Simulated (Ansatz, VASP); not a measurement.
# Two plane-wave programs on Li4SiN

File INCAR:

```
SYSTEM = Li4SiN
PREC = Accurate
ENCUT = 600
EDIFF = 1E-6
ISMEAR = 0
SIGMA = 0.1
LREAL = .FALSE.
LASPH = .TRUE.
NELM = 100
ALGO = Normal
ISIF = 3
LWAVE = .FALSE.
LCHARG = .FALSE.
GGA = PE
IBRION = 2
NSW = 90
EDIFFG = -0.04
```

File KPOINTS:

```
Automatic mesh
0
G
  4 4 4
  0 0 0
```

The input POSCAR:

```
Li4SiN
1.0
    4.5844542600      0.0000000000      0.0000000000
    0.0000000000      4.5844542600      0.0000000000
    0.0000000000      0.0000000000      3.9176321100
Li Si N
4 1 1
Direct
    0.7437507600      0.7437507600      0.5692125100
    0.2562492400      0.2562492400      0.5692125100
    0.2562492400      0.7437507600      0.5692125100
    0.7437507600      0.2562492400      0.5692125100
    0.0000000000      0.0000000000      0.0304217300
    0.5000000000      0.5000000000      0.9431869300
```

Input for Ansatz:

```yaml
crystal:
  lattice:
    - [4.58445426, 0.0, 0.0]
    - [0.0, 4.58445426, 0.0]
    - [0.0, 0.0, 3.91763211]
  atoms:
    - { symbol: Li, position: [0.74375076, 0.74375076, 0.56921251] }
    - { symbol: Li, position: [0.25624924, 0.25624924, 0.56921251] }
    - { symbol: Li, position: [0.25624924, 0.74375076, 0.56921251] }
    - { symbol: Li, position: [0.74375076, 0.25624924, 0.56921251] }
    - { symbol: Si, position: [0.0, 0.0, 0.03042173] }
    - { symbol: "N", position: [0.5, 0.5, 0.94318693] }
basis:
  ecutwfc: 420
kpoints:
  mp_grid: { grid: [4, 4, 4] }
hamiltonian:
  xc: pbe
scf:
  occupations: { method: gaussian, width: 0.1 }
  lower_state_search: "off"
output:
  forces: true
  stress: true
  eigenvalues: true
relax:
  adjacent_minimum: "off"
  f_tol: 0.04
  max_steps: 70
  cell: { stress_tol: 0.4 }
```

Alike in both runs: task relaxation of cell and atoms; functional PBE; k mesh 4 × 4 × 4; occupations gaussian, width 0.1 eV; no spin polarisation.

|  | VASP | Ansatz |
| --- | --- | --- |
| version | VASP 6.6.1 | Ansatz 0.2.0 |
| potentials or method | VASP PAW PBE potentials, release 64 (Li_sv, Si, N), cutoff 600 eV | scalar-relativistic, plane waves, PAW |
| valence electrons in the cell | 21 | 21 |

Ansatz gave:

```
gap on the k mesh at the Fermi level, each at its own relaxed structure (eV) : none
relaxed volume (Å³/atom)                                                     : 13.70
relaxed cell length with the largest relative difference (Å)                 : 5.742
```

Task: Which values does VASP return?

Result: gap on the k mesh at the Fermi level, each at its own relaxed structure (eV): none; relaxed volume (Å³/atom): 13.17; relaxed cell length with the largest relative difference (Å): 5.623.

A gap of «none» marks a metal or a gap that the smearing closes.

The k mesh is coarse, so the values compare programs but aren't converged. Noted on VASP's run: the cutoff is short for stress, so the pressure is rough.
